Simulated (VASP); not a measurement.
## MgO: vibrations by perturbation theory with PBE

The system is MgO.

```xyz
2
Lattice="0.0000 2.1269 2.1269 2.1269 0.0000 2.1269 2.1269 2.1269 0.0000" Properties=species:S:1:pos:R:3 pbc="T T T"
Mg    0.0000    0.0000    0.0000
O     2.1269    2.1269    2.1269
```

| Item | Value |
| --- | --- |
| Program | VASP 6.6.1 |
| Task | vibrations by perturbation theory |
| Functional | PBE |
| Potentials or basis | VASP PAW PBE potentials, release 64 (Mg, O) |
| Cutoff | 520 eV |
| k mesh | 12 × 12 × 12 |
| Occupations | gaussian, width 0.01 eV |
| Spin | no spin polarisation |
| Dipole correction | no |
| Further INCAR settings | ALGO = Normal; EDIFF = 1e-08; IBRION = 8; NSW = 1 |

```yaml
Electronic_dielectric_tensor_diagonal: 3.17
Born_charges_mean_of_the_diagonal: Mg +1.98; O -1.98 e
Highest_phonon_frequency_at_Γ_LO-TO_splitting_left_out: 368 cm⁻¹
```

Phonon frequencies in cm⁻¹ (negative: imaginary):
| q point | frequencies |
| --- | --- |
| (0.000, 0.000, 0.000) | 0 0 0 368 368 368 |

Electronic dielectric tensor:
```
3.17 0.00 0.00
0.00 3.17 0.00
0.00 0.00 3.17
```

Born effective charge tensors (e):
atom 1, Mg
```
1.98 0.00 0.00
0.00 1.98 0.00
0.00 0.00 1.98
```
atom 2, O
```
-1.98  0.00  0.00
 0.00 -1.98  0.00
 0.00  0.00 -1.98
```

Run time: 2 min on 1 thread of Intel(R) Xeon(R) Platinum 8259CL CPU @ 2.50GHz (Skylake/Cascade Lake) (shared host), peak memory 0.21 GiB.
